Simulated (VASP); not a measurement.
# BaTiO3 (P1) in VASP: single point with PBE

Aim: the single point of BaTiO3 with PBE.

Everything below comes from runs of VASP 6.6.1. Logs are shortened: lines on timing, memory, paths and dates and some standing lists are left out, and cuts for length are marked.

## 1. The cell of the first run

The typed cell holds 5 atoms: a = 3.711 Å, b = 4.186 Å, c = 3.896 Å, α = 89.40°, β = 84.42°, γ = 92.75°.

## 2. Single point, PBE

INCAR reads:

```
PREC = Accurate ; ENCUT = 1340
EDIFF = 1E-6 ; ISMEAR = -1
SIGMA = 0.05 ; LREAL = F
LASPH = T ; NELM = 120
ALGO = Normal ; ISIF = 2
LWAVE = F ; LCHARG = T
GGA = PE ; LELF = T
LVHAR = T ; NBANDS = 28
GGA_COMPAT = F
```

KPOINTS reads:

```
regular mesh
0
Gamma
  6 6 6
```

POSCAR reads:

```
BaTiO3
1.0
    3.7048483134     -0.0904990728      0.1850707500
   -0.1000989082      4.1848400834      0.0252851300
    0.1854048564      0.0216819228      3.8917432000
Ba Ti O
1 1 3
Direct
    0.0006206941      0.9799471082      0.9996957797
    0.5028633734      0.4618861567      0.4964387730
    0.4954676788      0.5013134329      1.0011911789
    0.4996935536      1.0267554127      0.4987680778
    1.0013547102      0.5300978894      0.5039061806
```

Potentials or basis: VASP PAW PBE potentials, release 64 (Ba_sv, Ti_sv, O_h).

Run with:

```console
cat potpaw_PBE.64/Ba_sv/POTCAR potpaw_PBE.64/Ti_sv/POTCAR potpaw_PBE.64/O_h/POTCAR > POTCAR
mpirun -np 1 vasp_std > vasp.out
```

OUTCAR:

```text
PREC = Accurate
   ENCUT = 1340
   EDIFF = 1E-6
   ISMEAR = -1
   LREAL = F
   LASPH = T
   NELM = 120
   ISIF = 2
   GGA = PE

 ion  position               nearest neighbor table
   1  0.001  0.980  1.000-   4 2.56   4 2.57   3 2.68   5 2.71   5 2.71   3 2.78   3 2.78   4 2.81
                             4 2.83   3 2.94   5 2.99   5 3.04   2 3.20   2 3.27   2 3.31   2 3.42
   2  0.503  0.462  0.496-   4 1.82   5 1.86   5 1.89   3 1.94   3 1.97   1 3.20   1 3.27   1 3.31
                             1 3.42   1 3.43   1 3.51   1 3.52   1 3.59
   3  0.495  0.501  0.001-   2 1.94   2 1.97   1 2.68   1 2.78   1 2.78   1 2.94
   4  0.500  0.027  0.499-   2 1.82   1 2.56   1 2.57   1 2.81   1 2.83
   5  0.001  0.530  0.504-   2 1.86   2 1.89   1 2.71   1 2.71   1 2.99   1 3.04

  LATTYP: Found a triclinic cell.
 ALAT       =     4.1861134305
 B/A-ratio  =     1.3589788522
 C/A-ratio  =     1.6573551247
 COS(alpha) =     0.0048888917
 COS(beta)  =     0.5835961282
 COS(gamma) =     0.7286836577

  Lattice vectors:

 A1 = (   0.1000989082,  -4.1848400834,  -0.0252851300)
 A2 = (   0.2855037646,  -4.1631581606,   3.8664580700)
 A3 = (  -3.7901542616,  -4.1160229334,  -4.1020990800)

Analysis of symmetry for initial positions (statically):
=====================================================================
 Subroutine PRICEL returns:
 Original cell was already a primitive cell.

 Routine SETGRP: Setting up the symmetry group for a
 triclinic supercell.

 Subroutine GETGRP returns: Found  1 space group operations
 (whereof  1 operations were pure point group operations)
 out of a pool of  2 trial point group operations.

The static configuration has the point symmetry C_1 .

Analysis of symmetry for dynamics (positions and initial velocities):
=====================================================================
 Subroutine PRICEL returns:
 Original cell was already a primitive cell.

 Routine SETGRP: Setting up the symmetry group for a
 triclinic supercell.

 Subroutine GETGRP returns: Found  1 space group operations
 (whereof  1 operations were pure point group operations)
 out of a pool of  2 trial point group operations.

The dynamic configuration has the point symmetry C_1 .

 Subroutine INISYM returns: Found  1 space group operations
 (whereof  1 operations are pure point group operations),
 and found     1 'primitive' translations

----------------------------------------------------------------------------------------

                                     Primitive cell

  volume of cell :      60.1566

  direct lattice vectors                    reciprocal lattice vectors
     3.704848313 -0.090499073  0.185070750     0.270722767  0.006553677 -0.012933899
    -0.100098908  4.184840083  0.025285130     0.005921404  0.239109147 -0.001614239
     0.185404856  0.021681923  3.891743200    -0.012912617 -0.001865180  0.257579817

  length of vectors
     3.710571693  4.186113430  3.896217422     0.271110777  0.239187903  0.257910017

  position of ions in fractional coordinates (direct lattice)
     0.000620694  0.979947108  0.999695780
     0.502863373  0.461886157  0.496438773
     0.495467679  0.501313433  0.001191179
     0.499693554  0.026755413  0.498768078
     0.001354710  0.530097889  0.503906181

  ion indices of the primitive-cell ions
   primitive index   ion index
                 1           1
                 2           2
                 3           3
                 4           4
                 5           5

----------------------------------------------------------------------------------------

 KPOINTS: regular mesh

Automatic generation of k-mesh.
 Grid dimensions read from file:
 generate k-points for:    6    6    6

 Generating k-lattice:

  Cartesian coordinates                     Fractional coordinates (reciprocal lattice)
     0.045120461  0.001092279 -0.002155650     0.166666667 -0.000000000  0.000000000
     0.000986901  0.039851524 -0.000269040    -0.000000000  0.166666667  0.000000000
    -0.002152103 -0.000310863  0.042929970    -0.000000000  0.000000000  0.166666667

  Length of vectors
     0.045185129  0.039864650  0.042985003

  Shift w.r.t. Gamma in fractional coordinates (k-lattice)
     0.000000000  0.000000000  0.000000000

 Subroutine IBZKPT returns following result:
 ===========================================

 Found    112 irreducible k-points:

 Following reciprocal coordinates:
            Coordinates               Weight
  0.000000  0.000000  0.000000      1.000000
  0.166667 -0.000000  0.000000      2.000000
  0.333333  0.000000  0.000000      2.000000
  0.500000  0.000000  0.000000      1.000000
 -0.000000  0.166667  0.000000      2.000000
  0.166667  0.166667  0.000000      2.000000
[... 16 lines left out ...]
  0.333333  0.000000  0.166667      2.000000
  0.500000  0.000000  0.166667      2.000000
 [... further k-points ...]
   k-points           NKPTS =    112   k-points in BZ     NKDIM =    112   number of bands    NBANDS=     28
   number of dos      NEDOS =    301   number of ions     NIONS =      5
   total plane-waves  NPLWV = 115200
   dimension x,y,z NGX =    48 NGY =   50 NGZ =   48
   dimension x,y,z NGXF=    96 NGYF=  100 NGZF=   96
   ions per type =               1   1   3
   NGX,Y,Z   is equivalent  to a cutoff of  21.51, 19.86, 20.48 a.u.
   NGXF,Y,Z  is equivalent  to a cutoff of  43.01, 39.71, 40.96 a.u.
 SYSTEM =  unknown system
   PREC   = accura    normal or accurate (medium, high low for compatibility)
   ISTART =      0    job   : 0-new  1-cont  2-samecut
   ICHARG =      2    charge: 1-file 2-atom 10-const
   ISPIN  =      1    spin polarized calculation?
   LNONCOLLINEAR =      F non collinear calculations
   LSORBIT =      F    spin-orbit coupling
   LASPH  =      T    aspherical Exc in radial PAW
   ENCUT  = 1340.0 eV  98.49 Ry    9.92 a.u.  11.08 12.49 11.63*2*pi/ulx,y,z
   NELM   =    120;   NELMIN=  2; NELMDL= -5     # of ELM steps
   EDIFF  = 0.1E-05   stopping-criterion for ELM
   LREAL  =      F    real-space projection
   EDIFFG = 0.1E-04   stopping-criterion for IOM
   NSW    =      0    number of steps for IOM
   IBRION =     -1    ionic relax: 0-MD 1-quasi-New 2-CG
   NFREE  =      0    steps in history (QN), initial steepest desc. (CG)
   ISIF   =      2    stress and relaxation
   ISYM   =      2    0-nonsym 1-usesym 2-fastsym
   POTIM  = 0.5000    time-step for ionic-motion
   TEBEG  =    0.0;   TEEND  =   0.0 temperature during run
   PSTRESS=    0.0 pullay stress
   NELECT =      40.0000    total number of electrons
   NUPDOWN=      -1.0000    fix difference up-down
   EMIN   =  10.00;   EMAX   =-10.00  energy-range for DOS
   EFERMI =   0.00;   METHOD = LEGACY
   ISMEAR =    -1;   SIGMA  =   0.05  broadening in eV -4-tet -1-fermi 0-gaus
   EFERMI_NEDOS =   21; number of points for ismear=-14 and -15
   IALGO  =     38    algorithm
   IMIX   =      4    mixing-type and parameters
     AMIX     =   0.40;   BMIX     =  1.00
     AMIX_MAG =   1.60;   BMIX_MAG =  1.00
  volume/ion in A,a.u.               =      12.03        81.19
  Fermi-wavevector in a.u.,A,eV,Ry     =   1.428895  2.700220 27.779567  2.041741
  Thomas-Fermi vector in A             =   2.548907
   LORBIT       =      0    0 simple, 1 ext, 2 COOP (PROOUT), +10 PAW based schemes
   GGA     = PE    functional components
   LHFCALC =     F    Hartree Fock is set to
   AEXX    =    0.0000 exact exchange contribution
   IVDW    =     0    specifies the selected vdW correction
   LEPSILON=     F    determine dielectric tensor
   LRPA    =     F    only Hartree local field effects (RPA)
 non-spin polarized calculation
  energy-cutoff  :     1340.00
  volume of cell :       60.16
 maximum number of plane-waves:      6723
 NGX is ok and might be reduce to    48
   NGX = 23   NGY = 25   NGZ = 23

 number of electron      40.0000001 magnetization

 Free energy of the ion-electron system (eV)
  ---------------------------------------------------
  ext. energy  EPLUGINS =         0.00000000
  ---------------------------------------------------
  free energy    TOTEN  =       -39.16446362 eV

  energy without entropy =      -39.16446362  energy(sigma->0) =      -39.16446362

 E-fermi :   6.0236     XC(G=0): -11.5724

 val. band max:        5.1514244912   @ k =   0.5000   0.5000   0.5000
 cond. band min:       6.8556709364   @ k =   0.0000   0.0000   0.0000
 fundamental gap:      1.7042464453
 Fermi energy:         6.0236189970

 k-point     1 :       0.0000    0.0000    0.0000
  band No.  band energies     occupation
      1     -51.3247      2.00000
      2     -27.6987      2.00000
      3     -27.6291      2.00000
      4     -27.5594      2.00000
      5     -20.0330      2.00000
      6     -12.4119      2.00000
[... 20 lines left out ...]
     27      10.6020      0.00000
     28      12.4166      0.00000

 k-point     2 :       0.1667   -0.0000    0.0000
  band No.  band energies     occupation
      1     -51.3239      2.00000
      2     -27.7020      2.00000
      3     -27.6525      2.00000
      4     -27.5630      2.00000
      5     -19.9732      2.00000
      6     -12.3220      2.00000
[... 20 lines left out ...]
     27      11.1746      0.00000
     28      13.0711      0.00000

 k-point     3 :       0.3333    0.0000    0.0000
  band No.  band energies     occupation
      1     -51.3222      2.00000
      2     -27.7345      2.00000
      3     -27.6781      2.00000
      4     -27.5644      2.00000
      5     -19.8489      2.00000
      6     -12.4253      2.00000
[... 20 lines left out ...]
     27      12.3181      0.00000
     28      13.2867      0.00000

 k-point     4 :       0.5000    0.0000    0.0000
  band No.  band energies     occupation
      1     -51.3214      2.00000
      2     -27.7619      2.00000
      3     -27.6802      2.00000
      4     -27.5641      2.00000
      5     -19.7840      2.00000
      6     -12.5612      2.00000
[... 578 lines left out ...]
     27      11.4916      0.00000
     28      13.5054      0.00000

 k-point    23 :       0.3333    0.0000    0.1667
  band No.  band energies     occupation
      1     -51.3218      2.00000
      2     -27.7329      2.00000
      3     -27.6773      2.00000
      4     -27.5832      2.00000
      5     -19.8302      2.00000
      6     -12.2685      2.00000
[... 20 lines left out ...]
     27      12.5218      0.00000
     28      13.6181      0.00000

 k-point    24 :       0.5000    0.0000    0.1667
  band No.  band energies     occupation
      1     -51.3210      2.00000
      2     -27.7605      2.00000
      3     -27.6795      2.00000
      4     -27.5828      2.00000
      5     -19.7616      2.00000
      6     -12.4127      2.00000
[... 20 lines left out ...]
     27      13.4723      0.00000
     28      13.6025      0.00000

 [... further k-points ...]

------------------------ aborting loop because EDIFF is reached ----------------------------------------

  FORCE on cell =-STRESS in cart. coord.  units (eV):
  Direction    XX          YY          ZZ          XY          YZ          ZX
  --------------------------------------------------------------------------------------
  -------------------------------------------------------------------------------------
  Total       12.4573443      5.3811957      8.6001783      2.1725541     -0.5575887     -5.5454365
  in kB      331.7816838    143.3196454    229.0521610     57.8625465    -14.8504942   -147.6939406
  external PRESSURE =     234.7178301 kB  Pullay stress =       0.0000000 kB

 VOLUME and BASIS-vectors are now :
 -----------------------------------------------------------------------------
  energy-cutoff  :     1340.00
  volume of cell :       60.16
      direct lattice vectors                 reciprocal lattice vectors
     3.704848313 -0.090499073  0.185070750     0.270722767  0.006553677 -0.012933899
    -0.100098908  4.184840083  0.025285130     0.005921404  0.239109147 -0.001614239
     0.185404856  0.021681923  3.891743200    -0.012912617 -0.001865180  0.257579817

 POSITION                                       TOTAL-FORCE (eV/Angst)
 -----------------------------------------------------------------------------------
      0.08956      4.12254      3.91545        -0.002123      0.056297      0.004193
      1.90884      1.89817      2.03676         0.001962      0.003574      0.000885
      1.78567      2.05310      0.10901        -0.006874     -0.022654     -0.004886
      1.94108      0.07756      2.03423         0.005580      0.004887     -0.003094
      0.04538      2.22918      1.97473         0.001456     -0.042103      0.002902
 -----------------------------------------------------------------------------------
    total drift:                               -0.000140      0.000223     -0.000244

  FREE ENERGIE OF THE ION-ELECTRON SYSTEM (eV)
  ---------------------------------------------------
  free  energy   TOTEN  =       -39.1644636196 eV

  energy  without entropy=      -39.1644636181  energy(sigma->0) =      -39.16446362
```

Run time: 6.9 min. Hardware: 1 thread of Intel Xeon Platinum 8488C (Sapphire Rapids), shared host; peak memory 0.89 GiB.

Results:

```
Free energy            : -39.1645 eV
Pressure               : 23.5 GPa
Largest force          : 0.056 eV/Å
Band gap on the k mesh : 1.70 eV (least direct gap 1.99 eV)
```

Forces on the atoms (eV/Å):
```
Ba  -0.002  0.056  0.004
Ti   0.002  0.004  0.001
O   -0.007 -0.023 -0.005
O    0.006  0.005 -0.003
O    0.001 -0.042  0.003
```

Stress tensor (GPa, compression positive):
```
 33.18   5.79 -14.77
  5.79  14.33  -1.49
-14.77  -1.49  22.91
```

Caveat: the stress differs along the axes, from 14 to 33 GPa; spin-orbit coupling is left out, which moves the levels of the heavy elements.
